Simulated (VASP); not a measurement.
# Al2BiBr (P-4m2) in VASP: further runs, part 2 of 2

VASP 6.6.1. Earlier steps stand in the parts before.

## Step 4: Single point, PBE

This run uses another cell than the first one, of 36.27 Å³/atom.

File INCAR:

```
PREC = Accurate ; ENCUT = 520
EDIFF = 1E-7 ; ISMEAR = 0
SIGMA = 0.1 ; LREAL = False
LASPH = True ; NELM = 80
ALGO = Normal ; ISIF = 2
LWAVE = False ; LCHARG = False
GGA = PE ; NBANDS = 22
```

File KPOINTS:

```
Automatic mesh
0
Gamma
  10 10 8
```

File POSCAR:

```
Al2BiBr
1.0
    4.6841116441      0.0000000000      0.0000000000
    0.0000000000      4.6841116441      0.0000000000
    0.0000000000      0.0000000000      6.6124208603
Al Bi Br
2 1 1
Direct
    0.5000000000      0.0000000000      0.7448356787
    0.0000000000      0.5000000000      0.2551643213
    0.0000000000      0.0000000000      0.5000000000
    0.5000000000      0.5000000000      0.0000000000
```

Potentials or basis: VASP PAW PBE potentials, release 64 (Al, Bi_d, Br).

The run is started by

```bash
$ cat potpaw_PBE.64/Al/POTCAR potpaw_PBE.64/Bi_d/POTCAR potpaw_PBE.64/Br/POTCAR > POTCAR
$ mpirun -np 1 vasp_std > vasp.out
```

OUTCAR:

```text
PREC = Accurate
   ENCUT = 520
   EDIFF = 1E-7
   ISMEAR = 0
   LREAL = False
   LASPH = True
   NELM = 80
   ISIF = 2
   GGA = PE

 ion  position               nearest neighbor table
   1  0.500  0.000  0.745-   3 2.85   3 2.85   4 2.89   4 2.89
   2  0.000  0.500  0.255-   3 2.85   3 2.85   4 2.89   4 2.89
   3  0.000  0.000  0.500-   1 2.85   2 2.85   2 2.85   1 2.85
   4  0.500  0.500  0.000-   1 2.89   2 2.89   1 2.89   2 2.89

  LATTYP: Found a simple tetragonal cell.
 ALAT       =     4.6841116441
[... 792 lines left out ...]
     22       8.9407      0.00000

 [... further k-points ...]
[... 5 lines left out ...]
  --------------------------------------------------------------------------------------
  -------------------------------------------------------------------------------------
  Total       -0.0028171     -0.0028171     -0.0042817      0.0000000      0.0000000      0.0000000
  in kB       -0.0311102     -0.0311102     -0.0472835      0.0000000      0.0000000      0.0000000
  external PRESSURE =      -0.0365013 kB  Pullay stress =       0.0000000 kB

 VOLUME and BASIS-vectors are now :
 -----------------------------------------------------------------------------
  energy-cutoff  :      520.00
  volume of cell :      145.08
      direct lattice vectors                 reciprocal lattice vectors
     4.684111644  0.000000000  0.000000000     0.213487653  0.000000000  0.000000000
     0.000000000  4.684111644  0.000000000     0.000000000  0.213487653  0.000000000
     0.000000000  0.000000000  6.612420860     0.000000000  0.000000000  0.151230543

 POSITION                                       TOTAL-FORCE (eV/Angst)
 -----------------------------------------------------------------------------------
      2.34206      0.00000      4.92517         0.000000      0.000000      0.000102
      0.00000      2.34206      1.68725         0.000000      0.000000     -0.000102
      0.00000      0.00000      3.30621        -0.000000      0.000000      0.000000
      2.34206      2.34206      0.00000         0.000000     -0.000000      0.000000
 -----------------------------------------------------------------------------------
    total drift:                                0.000000      0.000000     -0.000000

  FREE ENERGIE OF THE ION-ELECTRON SYSTEM (eV)
  ---------------------------------------------------
  free  energy   TOTEN  =       -12.1715688484 eV

  energy  without entropy=      -12.1626211658  energy(sigma->0) =      -12.16709501
```

stdout:

```text
POSCAR found type information on POSCAR AlBiBr
 POSCAR found :  3 types and       4 ions
 scaLAPACK will be used
 LDA part: xc-table for (Slater+PW92), standard interpolation
 POSCAR, INCAR and KPOINTS ok, starting setup
 FFT: planning ... GRIDC
 FFT: planning ... GRID_SOFT
 FFT: planning ... GRID
 WAVECAR not read
 entering main loop
```

It took 2.8 min on 1 thread of Intel Xeon Platinum 8488C (Sapphire Rapids), shared host; peak memory 0.48 GiB.

What came out:

* Free energy: -12.1716 eV
* Pressure: 0.0 GPa
* Band gap on the k mesh: zero (bands 14 and 15 overlap by 1.43 eV)

Levels at points of the mesh, in eV from the Fermi level:
```
           k point  band 10  band 11  band 12  band 13  band 14  band 15  band 16  band 17  band 18  band 19
(0.00, 0.00, 0.00)    -4.81    -3.16    -2.89    -1.77    -1.77     0.32     0.45     1.92     1.92     1.94
(0.50, 0.00, 0.00)    -4.68    -4.66    -3.68    -1.65    -0.30     0.28     1.72     1.96     2.47     3.54
(0.50, 0.50, 0.00)    -5.08    -3.97    -3.97    -2.61    -0.17     0.03     0.03     0.66     3.68     4.15
(0.00, 0.00, 0.50)    -4.76    -4.76    -1.98    -1.98    -1.14     0.65     0.98     1.07     2.73     2.73
(0.50, 0.00, 0.50)    -4.67    -3.88    -2.94    -1.61    -1.37    -0.62     2.19     2.27     2.27     2.93
(0.50, 0.50, 0.50)    -5.16    -4.32    -4.32    -2.96     0.81     0.81     1.16     1.65     2.94     3.32
```

Caveat: spin-orbit coupling is left out, which moves the levels of the heavy elements.

## Step 5: Single point, PBE

File INCAR:

```
SYSTEM = Al2BiBr
PREC = Accurate ; ENCUT = 520
EDIFF = 1E-6 ; ISMEAR = 0
SIGMA = 0.1 ; LREAL = .FALSE.
LASPH = .TRUE. ; NELM = 60
ALGO = Fast ; ISIF = 2
LWAVE = .FALSE. ; LCHARG = .FALSE.
GGA = PE ; NBANDS = 22
```

File KPOINTS:

```
regular mesh
0
G
  4 4 4
  0 0 0
```

File POSCAR:

```
Al2BiBr
1.0
    4.2700122900      0.0000000000      0.0000000000
    0.0000000000      4.2700122900      0.0000000000
    0.0000000000      0.0000000000      6.0298143700
Al Bi Br
2 1 1
Direct
    0.5000000000      0.0000000000      0.7375689700
    0.0000000000      0.5000000000      0.2624310300
    0.0000000000      0.0000000000      0.5000000000
    0.5000000000      0.5000000000      0.0000000000
```

The run is started by

```bash
$ cat potpaw_PBE.64/Al/POTCAR potpaw_PBE.64/Bi_d/POTCAR potpaw_PBE.64/Br/POTCAR > POTCAR
$ mpirun -np 1 vasp_std > vasp.out
```

Wall time 51 s (1 thread of Oxide Virtual Turin-like, shared host); peak memory 0.19 GiB.

The run converged. Its results:

* Free energy: -11.1380 eV
* Pressure: 10.9 GPa
* Largest force: 0.931 eV/Å
* Band gap on the k mesh: zero (bands 14 and 15 overlap by 0.89 eV)

Forces on the atoms (eV/Å):
```
Al   0.000  0.000  0.931
Al   0.000  0.000 -0.931
Bi   0.000  0.000  0.000
Br   0.000  0.000  0.000
```

Stress tensor (GPa, compression positive):
```
11.23  0.00  0.00
 0.00 11.23  0.00
 0.00  0.00 10.27
```

Levels at points of the mesh, in eV from the Fermi level:
```
           k point  band 11  band 12  band 13  band 14  band 15  band 16  band 17  band 18
(0.00, 0.00, 0.00)    -3.67    -2.46    -2.46    -2.34    -0.32     0.14     1.79     1.79
(0.50, 0.00, 0.00)    -5.81    -4.65    -2.31    -0.25     1.16     1.79     1.85     2.48
(0.50, 0.50, 0.00)    -5.01    -5.01    -3.54    -1.11    -0.18    -0.18    -0.01     4.39
(0.00, 0.00, 0.50)    -5.95    -2.82    -2.82    -0.41     0.26     0.77     1.27     3.09
(0.50, 0.00, 0.50)    -4.77    -3.51    -2.23    -1.64    -0.26     1.96     2.09     2.23
(0.50, 0.50, 0.50)    -5.60    -5.60    -4.13     0.57     1.43     1.43     1.63     3.03
```

Caveat: the k points lie up to 0.37 Å⁻¹ apart, too coarse for converged energies and pressures of a metal; spin-orbit coupling is left out, which moves the levels of the heavy elements.

## Step 6: The runs side by side

```csv
cell,k mesh,gap on the mesh (eV),pressure (GPa),largest force (eV/Å)
"a = 4.270, b = 4.270, c = 6.030 Å, 4 atoms, atomic positions A",4 × 4 × 4,none,10.9,0.93
"a = 4.733, b = 4.733, c = 6.526 Å, 4 atoms, atomic positions B",4 × 4 × 4,none,0.1,0.01
"a = 4.684, b = 4.684, c = 6.612 Å, 4 atoms, atomic positions C",10 × 10 × 8,none,0.0,-
```

Alike in all rows: task single point; level PBE; potentials or basis VASP PAW PBE potentials, release 64 (Al, Bi_d, Br); no spin polarisation; cutoff (eV) 520; smearing gaussian 0.1 eV.

Caveats: some runs use coarse meshes; spin-orbit coupling is left out, which moves the levels of the heavy elements.

Absolute energies hang on the potentials; compare differences alone.
